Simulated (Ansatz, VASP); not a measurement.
**One calculation of WS2, two programs**

Contents of INCAR:

```
SYSTEM = WS2
PREC = Accurate ; ENCUT = 520
EDIFF = 1E-6 ; ISMEAR = 0
SIGMA = 0.05 ; LREAL = .False.
LASPH = .True. ; NELM = 80
ALGO = Normal ; ISIF = 2
LWAVE = .False. ; LCHARG = .False.
LDIPOL = .True. ; IDIPOL = 3
DIPOL = 0.5 0.5 0.500 ; GGA = PE
IVDW = 12 ; NBANDS = 49
```

The input KPOINTS:

```
regular mesh
0
Gamma
  9 9 1
  0 0 0
```

Contents of POSCAR:

```
WS2
1.0
    3.1537893005      0.0000000000      0.0000000000
   -1.5768946503      2.7312616524      0.0000000000
    0.0000000000      0.0000000000     30.2931115581
S W
6 3
Direct
    0.6666666667      0.3333333333      0.2475810379
    0.6666666667      0.3333333333      0.3515591199
    0.3333333333      0.6666666667      0.4480109590
    0.3333333333      0.6666666667      0.5519890410
    0.6666666667      0.3333333333      0.6484408801
    0.6666666667      0.3333333333      0.7524189621
    0.3333333333      0.6666666667      0.2995700789
    0.6666666667      0.3333333333      0.5000000000
    0.3333333333      0.6666666667      0.7004299211
```

Input for Ansatz:

```yaml
crystal:
  lattice:
    - [3.1537893005, 0.0, 0.0]
    - [-1.5768946503, 2.7312616524, 0.0]
    - [0.0, 0.0, 30.2931115581]
  atoms:
    - { symbol: S, position: [0.6666666667, 0.3333333333, 0.2475810379] }
    - { symbol: W, position: [0.3333333333, 0.6666666667, 0.2995700789] }
    - { symbol: S, position: [0.6666666667, 0.3333333333, 0.3515591199] }
    - { symbol: S, position: [0.3333333333, 0.6666666667, 0.448010959] }
    - { symbol: W, position: [0.6666666667, 0.3333333333, 0.5] }
    - { symbol: S, position: [0.3333333333, 0.6666666667, 0.551989041] }
    - { symbol: S, position: [0.6666666667, 0.3333333333, 0.6484408801] }
    - { symbol: W, position: [0.3333333333, 0.6666666667, 0.7004299211] }
    - { symbol: S, position: [0.6666666667, 0.3333333333, 0.7524189621] }
basis:
  ecutwfc: 420
kpoints:
  mp_grid: { grid: [9, 9, 1] }
hamiltonian:
  xc: pbe
  dispersion: d3bj
scf:
  occupations: { method: gaussian, width: 0.05 }
output:
  forces: true
  stress: true
  eigenvalues: true
  write_density: true
  write_potential: true
  elf: true
  volumetric_format: npy
efield:
  axis: 3
  dipole_correction: true
```

Alike in both runs: task single point; functional PBE; dispersion D3(BJ); k mesh 9 × 9 × 1; occupations gaussian, width 0.05 eV; no spin polarisation.

|  | VASP | Ansatz |
| --- | --- | --- |
| version | VASP 6.6.1 | Ansatz 0.2.0 |
| potentials or method | VASP PAW PBE potentials, release 64 (S, W_sv), cutoff 520 eV | scalar-relativistic, plane waves, PAW |
| valence electrons in the cell | 78 | 78 |

|  | VASP | Ansatz | Ansatz less VASP |
| --- | --- | --- | --- |
| gap on the k mesh at the Fermi level (eV) | 1.25 | 1.23 | -0.016 |
| least direct gap on the mesh (eV) | 1.87 | 1.86 | -0.003 |
| rms of the force components (eV/Å) | 0.017 | 0.016 | -0.0009 |

Neither program's run includes spin-orbit coupling.
